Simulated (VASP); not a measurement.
Crystal: ZrS.

```
CELL_PARAMETERS angstrom
0.00000 2.62500 2.62500
2.62500 0.00000 2.62500
2.62500 2.62500 0.00000
ATOMIC_POSITIONS crystal
Zr 0.00000 0.00000 0.00000
S 0.50000 0.50000 0.50000
```

Base run:

```yaml
Program: VASP 6.6.1
Functional: PBEsol
Potentials_or_basis: VASP PAW PBE potentials, release 64 (Zr_sv, S)
Cutoff: 520 eV
k_mesh: 14 × 14 × 14
Occupations: fermi-dirac, width 0.02 eV
Spin: no spin polarisation
```

Its results: band gap on the k mesh zero (band 9 reaches 12.07 eV, above the bottom of band 10 at 9.24 eV); pressure -6.3 GPa.

Question: After a change of settings the same cell gave: band gap on the k mesh zero (band 9 reaches 12.07 eV, above the bottom of band 10 at 9.25 eV); pressure -5.7 GPa. Which change was it?
A. k mesh from 14 × 14 × 14 to 4 × 4 × 4; occupations from fermi-dirac, width 0.02 eV to gaussian, width 0.1 eV
B. occupations from fermi-dirac, width 0.02 eV to gaussian, width 0.5 eV
C. k mesh from 14 × 14 × 14 to 2 × 2 × 2; occupations from fermi-dirac, width 0.02 eV to gaussian, width 0.1 eV

Answer: B.

Caveats: the PAW data sets were made with another functional, which shifts forces and pressure a little.
